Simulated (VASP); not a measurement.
**La: single point with LDA**

The system is La.

```
CELL_PARAMETERS angstrom
2.66504 0.00000 0.00000
-1.33252 2.30800 0.00000
0.00000 0.00000 4.49549
ATOMIC_POSITIONS crystal
La 0.33333 0.66667 0.25000
La 0.66667 0.33333 0.75000
```

```json
{"Program": "VASP 6.6.1", "Task": "single point", "Functional": "LDA", "Potentials or basis": "VASP PAW LDA potentials, release 64 (La)", "Cutoff": "520 eV", "k mesh": "16 × 16 × 9", "Occupations": "fermi-dirac, width 0.08 eV", "Spin": "no spin polarisation", "Dipole correction": "no", "Further INCAR settings": "ALGO = Normal; EDIFF = 1e-07; NBANDS = 18"}
```

```
Pressure               : 171.2 GPa
Band gap on the k mesh : zero (bands 11 and 12 overlap by 5.00 eV)
```

Stress tensor (GPa, compression positive):
```
171.13   0.00   0.00
  0.00 171.13   0.00
  0.00   0.00 171.27
```

Levels at points of the mesh, in eV from the Fermi level:
```tsv
k point	band 8	band 9	band 10	band 11	band 12	band 13	band 14	band 15
(0.00, 0.00, 0.00)	-10.08	-1.80	-0.72	0.88	1.71	1.71	1.81	1.87
(0.50, 0.00, 0.00)	-12.24	-5.61	-2.88	-0.77	0.93	1.44	1.99	3.37
```

It took 110 s on 1 thread of Intel Xeon 8259CL, on a shared host, peak memory 0.2 GiB.

Caveat: the cell stands under pressure; spin-orbit coupling is left out, which moves the levels of the heavy elements.
